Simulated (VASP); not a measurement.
# YNb6C (Pm-3m) in VASP: relaxation of cell and atoms with PBE

Aim: the relaxation of cell and atoms of YNb6C with PBE.

All numbers are computed with VASP 6.6.1; they aren't measurements. Logs are shortened: lines on timing, memory, paths and dates and some standing lists are left out, and cuts for length are marked.

## Step 1: The cell of the first run

It takes space group Pm-3m (No. 221, cubic). The conventional cell has a = 6.321 Å, b = 6.321 Å, c = 6.321 Å, α = 90.00°, β = 90.00°, γ = 90.00°. Within 2.8 Å of Nb (site symmetry 4mm) lie 1 C at 2.10 Å and 1 Nb at 2.12 Å. C (site symmetry m-3m) has 6 Nb at 2.10 Å within 2.8 Å.

The cell was generated, and may not be a known phase.

## Step 2: Relaxation of cell and atoms, PBE

Input file INCAR:

```
ALGO     = Normal         # electronic algorithm
EDIFF    = 1E-7           # SCF threshold, eV
EDIFFG   = -0.01          # ionic threshold
ENCUT    = 600            # plane-wave cutoff, eV
GGA      = PE             # functional
IBRION   = 2              # ionic algorithm
ISIF     = 3              # what is computed and relaxed
ISMEAR   = 0              # smearing method
LASPH    = T              # aspherical terms in the spheres
LCHARG   = F              # write CHGCAR
LREAL    = F              # projectors in reciprocal space
LWAVE    = F              # write WAVECAR
NELM     = 100            # most SCF steps
NSW      = 100            # ionic steps
PREC     = Accurate       # precision mode
SIGMA    = 0.1            # smearing width, eV
```

Input file KPOINTS:

```
k-points
0
Gamma
  6 6 6
```

Input file POSCAR:

```
YNb6C
1.0
    6.3208375923      0.0000000000      0.0000000000
    0.0000000000      6.3208375923      0.0000000000
    0.0000000000      0.0000000000      6.3208375923
Y Nb C
1 6 1
Direct
    0.0000000000      0.0000000000      0.0000000000
    0.1675999724      0.5000000000      0.5000000000
    0.8324000276      0.5000000000      0.5000000000
    0.5000000000      0.1675999724      0.5000000000
    0.5000000000      0.8324000276      0.5000000000
    0.5000000000      0.5000000000      0.1675999724
    0.5000000000      0.5000000000      0.8324000276
    0.5000000000      0.5000000000      0.5000000000
```

Potentials or basis: VASP PAW PBE potentials, release 64 (Y_sv, Nb_sv, C).

Started as:

```sh
$ cat potpaw_PBE.64/Y_sv/POTCAR potpaw_PBE.64/Nb_sv/POTCAR potpaw_PBE.64/C/POTCAR > POTCAR
$ mpirun -np 1 vasp_std > vasp.out
```

OUTCAR:

```text
EDIFF = 1E-7
   EDIFFG = -0.01
   ENCUT = 600
   GGA = PE
   IBRION = 2
   ISIF = 3
   ISMEAR = 0
   LASPH = T
   LREAL = F
   NELM = 100
   NSW = 100
   PREC = Accurate

 ion  position               nearest neighbor table
   1  0.000  0.000  0.000-
   2  0.168  0.500  0.500-   8 2.10   3 2.12   5 2.97   6 2.97   7 2.97   4 2.97
   3  0.832  0.500  0.500-   8 2.10   2 2.12   5 2.97   6 2.97   7 2.97   4 2.97
   4  0.500  0.168  0.500-   8 2.10   5 2.12   2 2.97   6 2.97   7 2.97   3 2.97
   5  0.500  0.832  0.500-   8 2.10   4 2.12   2 2.97   6 2.97   7 2.97   3 2.97
   6  0.500  0.500  0.168-   8 2.10   7 2.12   4 2.97   5 2.97   2 2.97   3 2.97
   7  0.500  0.500  0.832-   8 2.10   6 2.12   4 2.97   5 2.97   2 2.97   3 2.97
   8  0.500  0.500  0.500-   2 2.10   3 2.10   4 2.10   5 2.10   6 2.10   7 2.10

  LATTYP: Found a simple cubic cell.
 ALAT       =     6.3208375923

  Lattice vectors:

 A1 = (   6.3208375923,   0.0000000000,   0.0000000000)
 A2 = (   0.0000000000,   6.3208375923,   0.0000000000)
 A3 = (   0.0000000000,   0.0000000000,   6.3208375923)

Analysis of symmetry for initial positions (statically):
=====================================================================
 Subroutine PRICEL returns:
 Original cell was already a primitive cell.

 Routine SETGRP: Setting up the symmetry group for a
 simple cubic supercell.

 Subroutine GETGRP returns: Found 48 space group operations
 (whereof 48 operations were pure point group operations)
 out of a pool of 48 trial point group operations.

The static configuration has the point symmetry O_h .

Analysis of symmetry for dynamics (positions and initial velocities):
=====================================================================
 Subroutine PRICEL returns:
 Original cell was already a primitive cell.

 Routine SETGRP: Setting up the symmetry group for a
 simple cubic supercell.

 Subroutine GETGRP returns: Found 48 space group operations
 (whereof 48 operations were pure point group operations)
 out of a pool of 48 trial point group operations.

The dynamic configuration has the point symmetry O_h .

 Subroutine INISYM returns: Found 48 space group operations
 (whereof 48 operations are pure point group operations),
 and found     1 'primitive' translations

----------------------------------------------------------------------------------------

                                     Primitive cell

  volume of cell :     252.5363

  direct lattice vectors                    reciprocal lattice vectors
     6.320837592  0.000000000  0.000000000     0.158206881  0.000000000  0.000000000
     0.000000000  6.320837592  0.000000000     0.000000000  0.158206881  0.000000000
     0.000000000  0.000000000  6.320837592     0.000000000  0.000000000  0.158206881

  length of vectors
     6.320837592  6.320837592  6.320837592     0.158206881  0.158206881  0.158206881

  position of ions in fractional coordinates (direct lattice)
     0.000000000  0.000000000  0.000000000
     0.167599972  0.500000000  0.500000000
     0.832400028  0.500000000  0.500000000
     0.500000000  0.167599972  0.500000000
     0.500000000  0.832400028  0.500000000
     0.500000000  0.500000000  0.167599972
     0.500000000  0.500000000  0.832400028
     0.500000000  0.500000000  0.500000000

  ion indices of the primitive-cell ions
   primitive index   ion index
                 1           1
                 2           2
                 3           3
                 4           4
                 5           5
                 6           6
                 7           7
                 8           8

----------------------------------------------------------------------------------------

 KPOINTS: k-points

Automatic generation of k-mesh.
 Grid dimensions read from file:
 generate k-points for:    6    6    6

 Generating k-lattice:

  Cartesian coordinates                     Fractional coordinates (reciprocal lattice)
     0.026367813  0.000000000  0.000000000     0.166666667  0.000000000  0.000000000
     0.000000000  0.026367813  0.000000000     0.000000000  0.166666667  0.000000000
     0.000000000  0.000000000  0.026367813     0.000000000  0.000000000  0.166666667

  Length of vectors
     0.026367813  0.026367813  0.026367813

  Shift w.r.t. Gamma in fractional coordinates (k-lattice)
     0.000000000  0.000000000  0.000000000

 Subroutine IBZKPT returns following result:
 ===========================================

 Found     20 irreducible k-points:

 Following reciprocal coordinates:
            Coordinates               Weight
  0.000000  0.000000  0.000000      1.000000
  0.166667  0.000000  0.000000      6.000000
  0.333333  0.000000  0.000000      6.000000
  0.500000  0.000000  0.000000      3.000000
  0.166667  0.166667  0.000000     12.000000
  0.333333  0.166667  0.000000     24.000000
[... 12 lines left out ...]
  0.500000  0.500000  0.333333      6.000000
  0.500000  0.500000  0.500000      1.000000
   k-points           NKPTS =     20   k-points in BZ     NKDIM =     20   number of bands    NBANDS=     55
   number of dos      NEDOS =    301   number of ions     NIONS =      8
   total plane-waves  NPLWV = 125000
   dimension x,y,z NGX =    50 NGY =   50 NGZ =   50
   dimension x,y,z NGXF=   100 NGYF=  100 NGZF=  100
   ions per type =               1   6   1
   NGX,Y,Z   is equivalent  to a cutoff of  13.15, 13.15, 13.15 a.u.
   NGXF,Y,Z  is equivalent  to a cutoff of  26.30, 26.30, 26.30 a.u.
 SYSTEM =  unknown system
   PREC   = accura    normal or accurate (medium, high low for compatibility)
   ISTART =      0    job   : 0-new  1-cont  2-samecut
   ICHARG =      2    charge: 1-file 2-atom 10-const
   ISPIN  =      1    spin polarized calculation?
   LNONCOLLINEAR =      F non collinear calculations
   LSORBIT =      F    spin-orbit coupling
   LASPH  =      T    aspherical Exc in radial PAW
   ENCUT  =  600.0 eV  44.10 Ry    6.64 a.u.  12.62 12.62 12.62*2*pi/ulx,y,z
   NELM   =    100;   NELMIN=  2; NELMDL= -5     # of ELM steps
   EDIFF  = 0.1E-06   stopping-criterion for ELM
   LREAL  =      F    real-space projection
   EDIFFG = -.1E-01   stopping-criterion for IOM
   NSW    =    100    number of steps for IOM
   IBRION =      2    ionic relax: 0-MD 1-quasi-New 2-CG
   NFREE  =      1    steps in history (QN), initial steepest desc. (CG)
   ISIF   =      3    stress and relaxation
   ISYM   =      2    0-nonsym 1-usesym 2-fastsym
   POTIM  = 0.5000    time-step for ionic-motion
   TEBEG  =    0.0;   TEEND  =   0.0 temperature during run
   PSTRESS=    0.0 pullay stress
   NELECT =      93.0000    total number of electrons
   NUPDOWN=      -1.0000    fix difference up-down
   EMIN   =  10.00;   EMAX   =-10.00  energy-range for DOS
   EFERMI =   0.00;   METHOD = LEGACY
   ISMEAR =     0;   SIGMA  =   0.10  broadening in eV -4-tet -1-fermi 0-gaus
   EFERMI_NEDOS =   21; number of points for ismear=-14 and -15
   IALGO  =     38    algorithm
   IMIX   =      4    mixing-type and parameters
     AMIX     =   0.40;   BMIX     =  1.00
     AMIX_MAG =   1.60;   BMIX_MAG =  1.00
  volume/ion in A,a.u.               =      31.57       213.02
  Fermi-wavevector in a.u.,A,eV,Ry     =   1.173441  2.217482 18.734723  1.376963
  Thomas-Fermi vector in A             =   2.309854
   LORBIT       =      0    0 simple, 1 ext, 2 COOP (PROOUT), +10 PAW based schemes
   GGA     = PE    functional components
   LHFCALC =     F    Hartree Fock is set to
   AEXX    =    0.0000 exact exchange contribution
   IVDW    =     0    specifies the selected vdW correction
   LEPSILON=     F    determine dielectric tensor
   LRPA    =     F    only Hartree local field effects (RPA)
 conjugate gradient relaxation of ions
 non-spin polarized calculation
 Gauss-broadening in eV      SIGMA  =   0.10
  energy-cutoff  :      600.00
  volume of cell :      252.54
 maximum number of plane-waves:      8480
   NGX = 25   NGY = 25   NGZ = 25

--------------------------------------- Ionic step        1  -------------------------------------------

 number of electron      92.9999999 magnetization

 Free energy of the ion-electron system (eV)
  ---------------------------------------------------
  ext. energy  EPLUGINS =         0.00000000
  ---------------------------------------------------
  free energy    TOTEN  =       -60.89333508 eV

  energy without entropy =      -60.83800870  energy(sigma->0) =      -60.86567189

------------------------ aborting loop because EDIFF is reached ----------------------------------------

  FORCE on cell =-STRESS in cart. coord.  units (eV):
  Direction    XX          YY          ZZ          XY          YZ          ZX
  --------------------------------------------------------------------------------------
  -------------------------------------------------------------------------------------
  Total       -0.2277285     -0.2277285     -0.2277285     -0.0000000      0.0000000     -0.0000000
  in kB       -1.4447875     -1.4447875     -1.4447875     -0.0000000      0.0000000     -0.0000000
  external PRESSURE =      -1.4447875 kB  Pullay stress =       0.0000000 kB
[... 69 lines left out ...]
  energy  without entropy=      -60.8378557506  energy(sigma->0) =      -60.86561086

--------------------------------------- Ionic step        3  -------------------------------------------

 number of electron      92.9999999 magnetization

 Free energy of the ion-electron system (eV)
  ---------------------------------------------------
  ext. energy  EPLUGINS =         0.00000000
  ---------------------------------------------------
  free energy    TOTEN  =       -60.89362597 eV

  energy without entropy =      -60.83820980  energy(sigma->0) =      -60.86591788

 E-fermi :   3.9300     XC(G=0):  -8.8968

 val. band max:        3.9102925568   @ k =   0.5000   0.1667   0.1667
 cond. band min:       3.9330392893   @ k =   0.5000   0.5000   0.5000
 fundamental gap:      0.0227467325
 Fermi energy:         3.9299672205

 k-point     1 :       0.0000    0.0000    0.0000
  band No.  band energies     occupation
      1     -51.1240      2.00000
      2     -51.0270      2.00000
      3     -51.0270      2.00000
      4     -50.0856      2.00000
      5     -50.0856      2.00000
      6     -50.0856      2.00000
[... 1184 lines left out ...]
  FREE ENERGIE OF THE ION-ELECTRON SYSTEM (eV)
  ---------------------------------------------------
  free  energy   TOTEN  =       -60.8936259741 eV

  energy  without entropy=      -60.8382097959  energy(sigma->0) =      -60.86591788

 reached required accuracy - stopping structural energy minimisation
```

Run time: 38 min. Hardware: 1 thread of Intel Xeon 8259CL, shared host; peak memory 0.58 GiB.

Results:

* Free energy: -60.8936 eV
* Relaxed volume: 31.50 Å³/atom
* Relaxed cell: a = 6.316 Å, b = 6.316 Å, c = 6.316 Å, α = 90.00°, β = 90.00°, γ = 90.00°
* Space group after relaxing (to 0.1 Å): Pm-3m (No. 221)
* Energy gained by relaxing: 0.0 meV/atom
* Ionic steps: 3
* Pressure after relaxing: 0.0 GPa
* Largest force after relaxing: 0.007 eV/Å
* Band gap on the k mesh: zero (an odd number of electrons rules out a gap without spin polarisation)

Forces on the atoms (eV/Å):
```
Y    0.000  0.000  0.000
Nb   0.007  0.000  0.000
Nb  -0.007  0.000  0.000
Nb   0.000  0.007  0.000
Nb   0.000 -0.007  0.000
Nb   0.000  0.000  0.007
Nb   0.000  0.000 -0.007
C    0.000  0.000  0.000
```

The path:
```
step  energy change (eV)  largest force (eV/Å)  pressure (GPa)  volume (Å³)
   1              0.0000                0.0253           -0.14       252.54
   2              0.0000                0.0100            0.15       251.50
   3             -0.0003                0.0074            0.01       252.00
```

Final structure:
```cif
data_structure
_symmetry_space_group_name_H-M 'P 1'
_symmetry_Int_Tables_number 1
_cell_length_a 6.3164
_cell_length_b 6.3164
_cell_length_c 6.3164
_cell_angle_alpha 90.000
_cell_angle_beta 90.000
_cell_angle_gamma 90.000
_cell_volume 252.00
loop_
_atom_site_label
_atom_site_type_symbol
_atom_site_fract_x
_atom_site_fract_y
_atom_site_fract_z
_atom_site_occupancy
Y1 Y 0.00000 0.00000 0.00000 1
Nb1 Nb 0.16770 0.50000 0.50000 1
Nb2 Nb 0.83230 0.50000 0.50000 1
Nb3 Nb 0.50000 0.16770 0.50000 1
Nb4 Nb 0.50000 0.83230 0.50000 1
Nb5 Nb 0.50000 0.50000 0.16770 1
Nb6 Nb 0.50000 0.50000 0.83230 1
C1 C 0.50000 0.50000 0.50000 1
```

Levels at points of the mesh, in eV from the Fermi level:
```tsv
k point	band 42	band 43	band 44	band 45	band 46	band 47	band 48	band 49	band 50	band 51
(0.00, 0.00, 0.00)	-0.17	-0.08	-0.08	0.03	0.03	0.03	0.40	0.40	0.40	1.06
(0.50, 0.00, 0.00)	-0.65	-0.65	-0.49	-0.37	-0.37	-0.22	0.08	0.27	0.27	1.19
(0.50, 0.50, 0.00)	-1.08	-0.53	-0.49	-0.21	-0.21	0.20	0.20	0.39	0.63	0.96
(0.50, 0.50, 0.50)	-0.47	-0.47	-0.12	-0.12	-0.12	0.00	0.00	0.00	0.55	0.55
```

The gap in the log of VASP goes by the Fermi energy; the results here count the filled bands.